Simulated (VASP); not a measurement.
A run of VASP 6.6.1 is set up as follows.

Contents of POSCAR:

```
NaF
1.0
    2.2970715533      2.2970715533      0.0000000000
   -2.2970715533      2.2970715533      0.0000000000
    0.0000000000      2.2970715533      2.2970715533
Na F
1 1
Direct
    0.0000000000      0.0000000000      0.0000000000
    0.5000000000      0.5000000000      0.0000000000
```

File INCAR.step1:

```
PREC = Accurate ; ENCUT = 600
ISMEAR = 0 ; SIGMA = 0.01
LREAL = False ; LASPH = True
NELM = 100 ; GGA = PE
ALGO = Normal ; EDIFF = 1E-4
LWAVE = True ; LCHARG = False
```

The input INCAR.step2:

```
PREC = Accurate ; ENCUT = 600
EDIFF = 1E-7 ; ISMEAR = 0
SIGMA = 0.01 ; LREAL = False
LASPH = True ; NELM = 100
ALGO = Normal ; ISIF = 3
LWAVE = False ; LCHARG = False
METAGGA = R2SCAN ; LMIXTAU = True
IBRION = 2 ; NSW = 100
EDIFFG = -0.002 ; PSTRESS = 100.0
ISTART = 1
```

KPOINTS

```
Automatic mesh
0
Gamma
  8 8 8
```

Potentials or basis: VASP PAW PBE potentials, release 64 (Na_pv, F).

Command:

```sh
$ cat potpaw_PBE.64/Na_pv/POTCAR potpaw_PBE.64/F/POTCAR > POTCAR
$ cp INCAR.step1 INCAR
$ mpirun -np 1 vasp_std > vasp.out
$ cp INCAR.step2 INCAR
$ mpirun -np 1 vasp_std > vasp.out
```

What does it give for the relaxed cell?

a = 3.099 Å, b = 3.099 Å, c = 3.099 Å, α = 60.00°, β = 60.00°, γ = 90.00°.

Estimate the relaxed volume.

10.52 Å³/atom.

Predict the band gap on the k mesh.

8.23 eV, direct.

Step by step:
```csv
step,energy change (eV),largest force (eV/Å),pressure (GPa),volume (Å³)
1,0.0000,0.0000,-0.75,24.24
2,0.0482,0.0000,7.89,21.50
3,0.0685,0.0000,9.65,21.12
4,0.0729,0.0000,9.99,21.05
```

Caveat: the cell is relaxed towards a set pressure, so the enthalpy falls and the energy may rise; the PAW data sets were made with another functional, which shifts forces and pressure a little. r2SCAN opens gaps a little over a GGA but as a rule still falls short of measured ones.
